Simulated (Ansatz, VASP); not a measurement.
# One calculation of AgCl, two programs

```xyz
4
Lattice="1.8709 -5.5566 0.0000 1.8709 5.5566 0.0000 0.0000 0.0000 3.9240" Properties=species:S:1:pos:R:3 pbc="T T T"
Ag    1.8709    1.1496    2.9430
Ag    1.8709   -1.1496    0.9810
Cl    1.8709   -4.0613    0.9810
Cl    1.8709    4.0613    2.9430
```

Alike in both runs: task single point; functional PBE; k mesh 9 × 9 × 8; occupations fermi-dirac, width 0.03 eV; no spin polarisation.

```csv
,VASP,Ansatz
version,VASP 6.6.1,Ansatz 0.2.0
potentials or method,"VASP PAW PBE potentials, release 64 (Ag, Cl), cutoff 520 eV","all-electron LAPW, scalar-relativistic"
```

Ansatz gave:

```
pressure (GPa)                                                : 1.7
traceless stress, the component that is largest in VASP (GPa) : 0.07
rms of the force components (eV/Å)                            : 0.006
```

Problem. Estimate VASP's values.

Solution. Pressure (GPa): 1.6; traceless stress, the component that is largest in VASP (GPa): 0.11; rms of the force components (eV/Å): 0.006.

Atom by atom the forces differ by 0.002 eV/Å (rms over components). Ansatz ran all-electron here, and VASP with PAW potentials.
